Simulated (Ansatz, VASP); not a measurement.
# BP in VASP and in Ansatz

Contents of INCAR:

```
PREC = Accurate ; ENCUT = 520
EDIFF = 1E-6 ; ISMEAR = -1
SIGMA = 0.06 ; LREAL = False
LASPH = True ; NELM = 60
ALGO = Normal ; ISIF = 2
LWAVE = False ; LCHARG = True
GGA = PE ; LELF = True
LVHAR = True ; NBANDS = 11
```

Contents of KPOINTS:

```
regular mesh
0
Gamma
  4 4 4
```

The input POSCAR:

```
BP
1.0
    0.0000000000      2.2690000000      2.2690000000
    2.2690000000      0.0000000000      2.2690000000
    2.2690000000      2.2690000000      0.0000000000
P B
1 1
Direct
    0.7500000000      0.7500000000      0.7500000000
    0.0000000000      0.0000000000      0.0000000000
```

Contents of input.yaml:

```yaml
crystal:
  lattice:
    - [0.0, 2.269, 2.269]
    - [2.269, 0.0, 2.269]
    - [2.269, 2.269, 0.0]
  atoms:
    - { symbol: P, position: [0.75, 0.75, 0.75] }
    - { symbol: B, position: [0.0, 0.0, 0.0] }
kpoints:
  mp_grid: { grid: [4, 4, 4] }
scf:
  occupations: { method: fermi_dirac, width: 0.06 }
hamiltonian:
  xc: pbe
  pseudopotentials: { kind: all_electron, lapw: { basis_error: 0.004 } }
output:
  forces: true
  stress: true
  eigenvalues: true
```

Alike in both runs: task single point; functional PBE; k mesh 4 × 4 × 4; occupations fermi-dirac, width 0.06 eV; no spin polarisation.

|  | VASP | Ansatz |
| --- | --- | --- |
| version | VASP 6.6.1 | Ansatz 0.2.0 |
| potentials or method | VASP PAW PBE potentials, release 64 (P, B), cutoff 520 eV | all-electron LAPW, scalar-relativistic |

Ansatz gave:

```
gap on the k mesh at the Fermi level (eV) : 1.32
least direct gap on the mesh (eV)         : 3.39
pressure (GPa)                            : 2.2
```

Task: Which values does VASP return?

Result: gap on the k mesh at the Fermi level (eV): 1.31; least direct gap on the mesh (eV): 3.38; pressure (GPa): 2.0.

Ansatz ran all-electron here, and VASP with PAW potentials.

The k mesh is coarse, so the values compare programs but aren't converged.
